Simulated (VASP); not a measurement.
Write the native input for VASP 6.6.1 that does the following.

```yaml
Task: single point
Functional: PBE
Potentials_or_basis: VASP PAW PBE potentials, release 64 (C)
Cutoff: 600 eV
k_mesh: 12 × 12 × 12
Occupations: gaussian, width 0.02 eV
Spin: no spin polarisation
Dipole_correction: no
Further_INCAR_settings: ALGO = Normal; EDIFF = 1e-06; NBANDS = 11
```

The structure of C lies in POSCAR:

```
C
1.0
    0.0000000000      1.7857952570      1.7857952570
    1.7857952570      0.0000000000      1.7857952570
    1.7857952570      1.7857952570      0.0000000000
C
2
Direct
    0.5000000000      0.5000000000      0.5000000000
    0.7500000000      0.7500000000      0.7500000000
```

The input as run:

INCAR

```
  ALGO = Normal
  EDIFF = 1E-6
  ENCUT = 600
  GGA = PE
  GGA_COMPAT = False
  ISIF = 2
  ISMEAR = 0
  LASPH = True
  LCHARG = True
  LELF = True
  LREAL = False
  LVHAR = True
  LWAVE = False
  NBANDS = 11
  NELM = 120
  PREC = Accurate
  SIGMA = 0.02
```

KPOINTS

```
k-points
0
Gamma
  12 12 12
```

Potentials or basis: VASP PAW PBE potentials, release 64 (C).

The run is started by

```console
$ cat potpaw_PBE.64/C/POTCAR > POTCAR
$ mpirun -np 1 vasp_std > vasp.out
```

It gave:

```
Pressure               : 0.0 GPa
Band gap on the k mesh : 4.14 eV, indirect (least direct gap 5.58 eV)
```

Wall time 10 s on 1 thread of AMD EPYC 7R43 64-Core Processor (Zen 3), with other jobs on the host, peak memory 0.08 GiB.
